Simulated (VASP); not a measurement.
# ZnSe (Stilleite) (F-43m) in VASP: notebook, part 2 of 2

VASP 6.6.1.

### Step 4. Vibrations by perturbation theory, PBEsol

Contents of INCAR:

```
SYSTEM = ZnSe
PREC     = Accurate       ! precision mode
ENCUT    = 520            ! plane-wave cutoff, eV
EDIFF    = 1E-8           ! SCF threshold, eV
ISMEAR   = -1             ! smearing method
SIGMA    = 0.05           ! smearing width, eV
LREAL    = .False.        ! projectors in reciprocal space
LASPH    = .True.         ! aspherical terms in the spheres
NELM     = 60             ! most SCF steps
ALGO     = Normal         ! electronic algorithm
ISIF     = 2              ! what is computed and relaxed
LWAVE    = .False.        ! write WAVECAR
LCHARG   = .False.        ! write CHGCAR
GGA      = PS             ! functional
NBANDS   = 16             ! bands
IBRION   = 8              ! ionic algorithm
NSW      = 1              ! ionic steps
```

Contents of KPOINTS:

```
regular mesh
0
Gamma
  6 6 6
  0 0 0
```

Contents of POSCAR:

```
ZnSe
1.0
    0.0000000000      2.8338000000      2.8338000000
    2.8338000000      0.0000000000      2.8338000000
    2.8338000000      2.8338000000      0.0000000000
Se Zn
1 1
Direct
    0.7500000000      0.7500000000      0.7500000000
    0.0000000000      0.0000000000      0.0000000000
```

Potentials or basis: VASP PAW PBE potentials, release 64 (Se, Zn).

On the command line:

```bash
$ cat potpaw_PBE.64/Se/POTCAR potpaw_PBE.64/Zn/POTCAR > POTCAR
$ mpirun -np 1 vasp_std > vasp.out
```

OUTCAR:

```text
SYSTEM = ZnSe
   PREC = Accurate
   ENCUT = 520
   EDIFF = 1E-8
   ISMEAR = -1
   LREAL = .False.
   LASPH = .True.
   NELM = 60
   ISIF = 2
   GGA = PS
   IBRION = 8
   NSW = 1

 ion  position               nearest neighbor table
   1  0.750  0.750  0.750-   2 2.45   2 2.45   2 2.45   2 2.45
   2  0.000  0.000  0.000-   1 2.45   1 2.45   1 2.45   1 2.45

  LATTYP: Found a face centered cubic cell.
 ALAT       =     5.6676000000

  Lattice vectors:

 A1 = (   0.0000000000,   2.8338000000,   2.8338000000)
 A2 = (   2.8338000000,   0.0000000000,   2.8338000000)
 A3 = (   2.8338000000,   2.8338000000,   0.0000000000)

Analysis of symmetry for initial positions (statically):
=====================================================================
 Subroutine PRICEL returns:
 Original cell was already a primitive cell.

 Routine SETGRP: Setting up the symmetry group for a
 face centered cubic supercell.

 Subroutine GETGRP returns: Found 24 space group operations
 (whereof 24 operations were pure point group operations)
 out of a pool of 48 trial point group operations.

The static configuration has the point symmetry T_d .

Analysis of symmetry for dynamics (positions and initial velocities):
=====================================================================
 Subroutine PRICEL returns:
 Original cell was already a primitive cell.

 Routine SETGRP: Setting up the symmetry group for a
 face centered cubic supercell.

 Subroutine GETGRP returns: Found 24 space group operations
 (whereof 24 operations were pure point group operations)
 out of a pool of 48 trial point group operations.

The dynamic configuration has the point symmetry T_d .

 Subroutine INISYM returns: Found 24 space group operations
 (whereof 24 operations are pure point group operations),
 and found     1 'primitive' translations

----------------------------------------------------------------------------------------

                                     Primitive cell

  volume of cell :      45.5132

  direct lattice vectors                    reciprocal lattice vectors
     0.000000000  2.833800000  2.833800000    -0.176441527  0.176441527  0.176441527
     2.833800000  0.000000000  2.833800000     0.176441527 -0.176441527  0.176441527
     2.833800000  2.833800000  0.000000000     0.176441527  0.176441527 -0.176441527

  length of vectors
     4.007598393  4.007598393  4.007598393     0.305605690  0.305605690  0.305605690

  position of ions in fractional coordinates (direct lattice)
     0.750000000  0.750000000  0.750000000
     0.000000000  0.000000000  0.000000000

  ion indices of the primitive-cell ions
   primitive index   ion index
[... 114 lines left out ...]

 E-fermi :   2.1048     XC(G=0):  -9.5246

 val. band max:        1.4920575501   @ k =   0.0000   0.0000   0.0000
 cond. band min:       2.6610064362   @ k =   0.0000   0.0000   0.0000
 fundamental gap:      1.1689488861
 Fermi energy:         2.1048150668

 k-point     1 :       0.0000    0.0000    0.0000
  band No.  band energies     occupation
      1     -11.7934      2.00000
      2      -5.0674      2.00000
      3      -5.0674      2.00000
      4      -5.0674      2.00000
      5      -4.6961      2.00000
      6      -4.6961      2.00000
[... 283 lines left out ...]
      5      -4.6820      2.00000
      6      -4.4245      2.00000
[... 8 lines left out ...]
     15      15.2135      0.00000
     16      15.5476      0.00000

------------------------ aborting loop because EDIFF is reached ----------------------------------------

  FORCE on cell =-STRESS in cart. coord.  units (eV):
  Direction    XX          YY          ZZ          XY          YZ          ZX
  --------------------------------------------------------------------------------------
  -------------------------------------------------------------------------------------
  Total       -0.2410725     -0.2410725     -0.2410725      0.0000000      0.0000000      0.0000000
  in kB       -8.4863435     -8.4863435     -8.4863435      0.0000000      0.0000000      0.0000000
  external PRESSURE =      -8.4863435 kB  Pullay stress =       0.0000000 kB

 VOLUME and BASIS-vectors are now :
 -----------------------------------------------------------------------------
  energy-cutoff  :      520.00
  volume of cell :       45.51
      direct lattice vectors                 reciprocal lattice vectors
     0.000000000  2.833800000  2.833800000    -0.176441527  0.176441527  0.176441527
     2.833800000  0.000000000  2.833800000     0.176441527 -0.176441527  0.176441527
     2.833800000  2.833800000  0.000000000     0.176441527  0.176441527 -0.176441527

 POSITION                                       TOTAL-FORCE (eV/Angst)
 -----------------------------------------------------------------------------------
      4.25070      4.25070      4.25070        -0.000000     -0.000000     -0.000000
      0.00000      0.00000      0.00000         0.000000      0.000000      0.000000
 -----------------------------------------------------------------------------------
    total drift:                               -0.000000     -0.000000      0.000000

  FREE ENERGIE OF THE ION-ELECTRON SYSTEM (eV)
  ---------------------------------------------------
  free  energy   TOTEN  =        -6.7658518035 eV

  energy  without entropy=       -6.7658516289  energy(sigma->0) =       -6.76585172

[... ionic steps 2 to 3 ...]

--------------------------------------- Ionic step        4  -------------------------------------------

------------------------ aborting loop because EDIFF is reached ----------------------------------------

[... ionic steps 5 to 6 ...]

--------------------------------------- Ionic step        7  -------------------------------------------

 Free energy of the ion-electron system (eV)
  ---------------------------------------------------
  ---------------------------------------------------
  free energy    TOTEN  =        -0.20972559 eV

  energy without entropy =       -0.20972559

------------------------ aborting loop because EDIFF is reached ----------------------------------------

 INTERNAL STRAIN TENSOR  FOR ION    2  DIRECTION 1   (eV/Angst):
 -----------------------------------------------------------------------------
     0.01851  0.00000  0.00000
     0.00000 -0.01458 -5.02098
     0.00000 -5.02098 -0.01458

 INTERNAL STRAIN TENSOR FOR ION    2 for displacements in x,y,z  (eV/Angst):
          X           Y           Z          XY          YZ          ZX
  --------------------------------------------------------------------------------
  x     0.00000     0.00000    -0.00000     0.00000    -5.02098     0.00000
  y     0.00000    -0.00000    -0.00000     0.00000     0.00000    -5.02098
  z     0.00000     0.00000     0.00000    -5.02098     0.00000     0.00000

 SECOND DERIVATIVES (NOT SYMMETRIZED)
 ------------------------------------
               1X          1Y          1Z          2X          2Y          2Z
  1X    -5.474048    0.000000    0.000000    5.474048    0.000000    0.000000
  1Y     0.000000   -5.474048    0.000000    0.000000    5.474048    0.000000
  1Z     0.000000    0.000000   -5.474048    0.000000    0.000000    5.474048
  2X     5.544881    0.000000    0.000000   -5.544881    0.000000    0.000000
  2Y     0.000000    5.544881    0.000000    0.000000   -5.544881    0.000000
  2Z     0.000000    0.000000    5.544881    0.000000    0.000000   -5.544881

 Eigenvectors and eigenvalues of the dynamical matrix
 ----------------------------------------------------

   1 f  =    6.137450 THz    38.562737 2PiTHz  204.723304 cm-1    25.382443 meV
             X         Y         Z           dx          dy          dz
      4.250700  4.250700  4.250700     0.623137   -0.003738   -0.247991
      0.000000  0.000000  0.000000    -0.689164    0.004134    0.274268
[... 21 lines left out ...]
   6 f/i=    0.019627 THz     0.123321 2PiTHz    0.654693 cm-1     0.081172 meV
             X         Y         Z           dx          dy          dz
      4.250700  4.250700  4.250700    -0.071379   -0.719710   -0.164649
      0.000000  0.000000  0.000000    -0.064540   -0.650757   -0.148875

--------------------------------------------------------------------------------------------------------

 ELASTIC MODULI CONTR FROM IONIC RELAXATION (kBar)
 Direction    XX          YY          ZZ          XY          YZ          ZX
 --------------------------------------------------------------------------------
 XX          -0.0000      0.0000     -0.0000      0.0000     -0.0000      0.0000
 YY           0.0000     -0.0000      0.0000      0.0000      0.0000     -0.0000
 ZZ          -0.0000      0.0000     -0.0000      0.0000     -0.0000     -0.0000
 XY           0.0000      0.0000      0.0000   -160.5222      0.0000      0.0000
 YZ          -0.0000      0.0000     -0.0000      0.0000   -160.5222      0.0000
 ZX           0.0000     -0.0000     -0.0000      0.0000      0.0000   -160.5222
 --------------------------------------------------------------------------------
```

Run time: 1.8 min. Hardware: 1 thread of Intel Xeon Platinum 8375C at 2.90GHz (Ice Lake), shared host; peak memory 0.24 GiB.

What came out:

```
Highest phonon frequency at Γ, LO-TO splitting left out : 205 cm⁻¹
```

Phonon frequencies in cm⁻¹ (negative: imaginary):
| q point | frequencies |
| --- | --- |
| (0.000, 0.000, 0.000) | -1 -1 -1 205 205 205 |

Caveat: the PAW data sets were made with another functional, which shifts forces and pressure a little.

### Step 5. Dielectric tensor, LDA

Contents of INCAR:

```
ALGO = Normal
EDIFF = 1E-8
ENCUT = 520
ISIF = 2
ISMEAR = 0
LASPH = T
LCHARG = F
LEPSILON = T
LREAL = F
LWAVE = F
NELM = 100
PREC = Accurate
SIGMA = 0.01
```

Contents of KPOINTS:

```
k-points
0
Gamma
  8 8 8
```

POSCAR is that of step 4.

Potentials or basis: VASP PAW LDA potentials, release 64 (Se, Zn).

On the command line:

```bash
$ cat potpaw_LDA.64/Se/POTCAR potpaw_LDA.64/Zn/POTCAR > POTCAR
$ mpirun -np 1 vasp_std > vasp.out
```

OUTCAR:

```text
EDIFF = 1E-8
   ENCUT = 520
   ISIF = 2
   ISMEAR = 0
   LASPH = T
   LEPSILON = T
   LREAL = F
   NELM = 100
   PREC = Accurate

 ion  position               nearest neighbor table
   1  0.750  0.750  0.750-   2 2.45   2 2.45   2 2.45   2 2.45
   2  0.000  0.000  0.000-   1 2.45   1 2.45   1 2.45   1 2.45

  LATTYP: Found a face centered cubic cell.
 ALAT       =     5.6676000000

  Lattice vectors:

 A1 = (   0.0000000000,   2.8338000000,   2.8338000000)
 A2 = (   2.8338000000,   0.0000000000,   2.8338000000)
 A3 = (   2.8338000000,   2.8338000000,   0.0000000000)

Analysis of symmetry for initial positions (statically):
=====================================================================
 Subroutine PRICEL returns:
 Original cell was already a primitive cell.

 Routine SETGRP: Setting up the symmetry group for a
 face centered cubic supercell.

 Subroutine GETGRP returns: Found 24 space group operations
 (whereof 24 operations were pure point group operations)
 out of a pool of 48 trial point group operations.

The static configuration has the point symmetry T_d .

Analysis of symmetry for dynamics (positions and initial velocities):
=====================================================================
 Subroutine PRICEL returns:
 Original cell was already a primitive cell.

 Routine SETGRP: Setting up the symmetry group for a
 face centered cubic supercell.

 Subroutine GETGRP returns: Found 24 space group operations
 (whereof 24 operations were pure point group operations)
 out of a pool of 48 trial point group operations.

The dynamic configuration has the point symmetry T_d .

 Subroutine INISYM returns: Found 24 space group operations
 (whereof 24 operations are pure point group operations),
 and found     1 'primitive' translations

----------------------------------------------------------------------------------------

                                     Primitive cell

  volume of cell :      45.5132

  direct lattice vectors                    reciprocal lattice vectors
     0.000000000  2.833800000  2.833800000    -0.176441527  0.176441527  0.176441527
     2.833800000  0.000000000  2.833800000     0.176441527 -0.176441527  0.176441527
     2.833800000  2.833800000  0.000000000     0.176441527  0.176441527 -0.176441527

  length of vectors
     4.007598393  4.007598393  4.007598393     0.305605690  0.305605690  0.305605690

  position of ions in fractional coordinates (direct lattice)
     0.750000000  0.750000000  0.750000000
     0.000000000  0.000000000  0.000000000

  ion indices of the primitive-cell ions
   primitive index   ion index
                 1           1
                 2           2

----------------------------------------------------------------------------------------

 KPOINTS: k-points

[... 490 lines left out ...]
      4      -4.8416      2.00000
      5      -4.8028      2.00000
      6      -4.5973      2.00000
      7      -3.4479      2.00000
      8      -0.9449      2.00000
      9       0.0261      2.00000
     10       5.6052      0.00000
     11       6.9108      0.00000
     12       8.8035      0.00000
     13      10.0324      0.00000

 [... further k-points ...]

  FORCE on cell =-STRESS in cart. coord.  units (eV):
  Direction    XX          YY          ZZ          XY          YZ          ZX
  --------------------------------------------------------------------------------------
  -------------------------------------------------------------------------------------
  Total       -0.8782669     -0.8782669     -0.8782669      0.0000000      0.0000000     -0.0000000
  in kB      -30.9171546    -30.9171546    -30.9171546      0.0000000      0.0000000     -0.0000000
  external PRESSURE =     -30.9171546 kB  Pullay stress =       0.0000000 kB

 VOLUME and BASIS-vectors are now :
 -----------------------------------------------------------------------------
  energy-cutoff  :      520.00
  volume of cell :       45.51
      direct lattice vectors                 reciprocal lattice vectors
     0.000000000  2.833800000  2.833800000    -0.176441527  0.176441527  0.176441527
     2.833800000  0.000000000  2.833800000     0.176441527 -0.176441527  0.176441527
     2.833800000  2.833800000  0.000000000     0.176441527  0.176441527 -0.176441527

 POSITION                                       TOTAL-FORCE (eV/Angst)
 -----------------------------------------------------------------------------------
      4.25070      4.25070      4.25070         0.000000     -0.000000     -0.000000
      0.00000      0.00000      0.00000        -0.000000      0.000000      0.000000
 -----------------------------------------------------------------------------------
    total drift:                                0.000001      0.000001      0.000001

  FREE ENERGIE OF THE ION-ELECTRON SYSTEM (eV)
  ---------------------------------------------------
  free  energy   TOTEN  =        -7.3504269021 eV

  energy  without entropy=       -7.3504269021  energy(sigma->0) =       -7.35042690

 HEAD OF MICROSCOPIC STATIC DIELECTRIC TENSOR (INDEPENDENT PARTICLE, excluding Hartree and local field effects)
 ------------------------------------------------------
           9.138776    -0.000000     0.000000
           0.000000     9.138776     0.000000
          -0.000000    -0.000000     9.138776
 ------------------------------------------------------

 Free energy of the ion-electron system (eV)
  ---------------------------------------------------
  ---------------------------------------------------
  free energy    TOTEN  =        -1.00923676 eV

  energy without entropy =       -1.00923676

------------------------ aborting loop because EDIFF is reached ----------------------------------------

--------------------------------------- Ionic step        2  -------------------------------------------

------------------------ aborting loop because EDIFF is reached ----------------------------------------

--------------------------------------- Ionic step        3  -------------------------------------------

 Free energy of the ion-electron system (eV)
  ---------------------------------------------------
  ---------------------------------------------------
  free energy    TOTEN  =        -1.00923984 eV

  energy without entropy =       -1.00923984

------------------------ aborting loop because EDIFF is reached ----------------------------------------

 PIEZOELECTRIC TENSOR FIELD DIRECTION 3  (e Angst)
 -----------------------------------------------------------------------------
    -0.00097  2.07155  0.00000           (  0.00000 -0.03466  0.00000)
     2.07155 -0.00097  0.00000           ( -0.03466  0.00000  0.00000)
     0.00000  0.00000  0.00019           (  0.00000  0.00000 -0.00000)

 PIEZOELECTRIC TENSOR FIELD DIRECTION 3  (C/m^2)
 -----------------------------------------------------------------------------
    -0.00034  0.72924  0.00000
     0.72924 -0.00034  0.00000
     0.00000  0.00000  0.00007

 MACROSCOPIC STATIC DIELECTRIC TENSOR (including local field effects in DFT)
 ------------------------------------------------------
           8.620029    -0.000000     0.000000
           0.000000     8.620029     0.000000
          -0.000000     0.000000     8.620029
 ------------------------------------------------------

 PIEZOELECTRIC TENSOR (including local field effects)  for field in x, y, z        (e  Angst)
          XX          YY          ZZ          XY          YZ          ZX
  --------------------------------------------------------------------------------
  x     0.00000    -0.00000    -0.00000     0.00000     2.08736     0.00000
  y     0.00000    -0.00000     0.00000     0.00000     0.00000     2.08736
  z    -0.00000    -0.00000     0.00000     2.08736     0.00000     0.00000

 PIEZOELECTRIC TENSOR (including local field effects)  for field in x, y, z        (C/m^2)
          XX          YY          ZZ          XY          YZ          ZX
  --------------------------------------------------------------------------------
  x     0.00000    -0.00000    -0.00000     0.00000     0.73480     0.00000
  y     0.00000    -0.00000     0.00000     0.00000     0.00000     0.73480
  z    -0.00000    -0.00000     0.00000     0.73480     0.00000     0.00000

 BORN EFFECTIVE CHARGES (including local field effects) (in |e|, cummulative output)
 ---------------------------------------------------------------------------------
 ion    1
    1    -2.09724     0.00000    -0.00000
    2     0.00000    -2.09724     0.00000
    3    -0.00000    -0.00000    -2.09724
 ion    2
    1     2.09724     0.00000     0.00000
    2     0.00000     2.09724     0.00000
    3     0.00000     0.00000     2.09724
```

Run time: 2.3 min. Hardware: 1 thread of Intel Xeon 6975P-C (Granite Rapids), shared host; peak memory 0.28 GiB.

Results:

| Property | Result |
| --- | --- |
| Band gap on the k mesh | 1.07 eV, direct |
| Electronic dielectric tensor (diagonal) | 8.62 |
| Born charges (mean of the diagonal) | Se -2.10; Zn +2.10 e |

Electronic dielectric tensor:
```
8.62 0.00 0.00
0.00 8.62 0.00
0.00 0.00 8.62
```

Born effective charge tensors (e):
atom 1, Se
```
-2.10  0.00  0.00
 0.00 -2.10  0.00
 0.00  0.00 -2.10
```
atom 2, Zn
```
2.10 0.00 0.00
0.00 2.10 0.00
0.00 0.00 2.10
```

A hybrid or GW would open this gap; LDA tends to underestimate it.
